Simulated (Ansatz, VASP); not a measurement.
# Two plane-wave programs on CdC2

```
Cd C
1.0
    -2.04849    2.04849    2.69377
     2.04849   -2.04849    2.69377
     2.04849    2.04849   -2.69377
Cd C
1 2
Direct
  0.00000 0.00000 0.00000
  0.61486 0.61486 0.00000
  0.38514 0.38514 0.00000
```

Alike in both runs: functional LDA; k mesh 8 × 8 × 8; occupations gaussian, width 0.02 eV; no spin polarisation.

Ansatz relaxed the structure, and its values are those at the end. VASP's run is a single point on that final structure, the one shown.

|  | VASP | Ansatz |
| --- | --- | --- |
| version | VASP 6.6.1 | Ansatz 0.2.0 |
| potentials or method | VASP PAW LDA potentials, release 64 (Cd_sv_GW, C), cutoff 600 eV | scalar-relativistic, plane waves, PAW |
| valence electrons in the cell | 28 | 28 |

```tsv
	VASP	Ansatz	Ansatz less VASP
gap on the k mesh at the Fermi level (eV)	3.25	3.25	+0.005
least direct gap on the mesh (eV)	3.83	3.84	+0.004
pressure (GPa)	-0.1	0.0	+0.12
rms of the force components (eV/Å)	0.026	0.001	-0.0251
```

LDA's correlation is that of Perdew and Zunger in VASP and of Perdew and Wang (1992) in Ansatz.
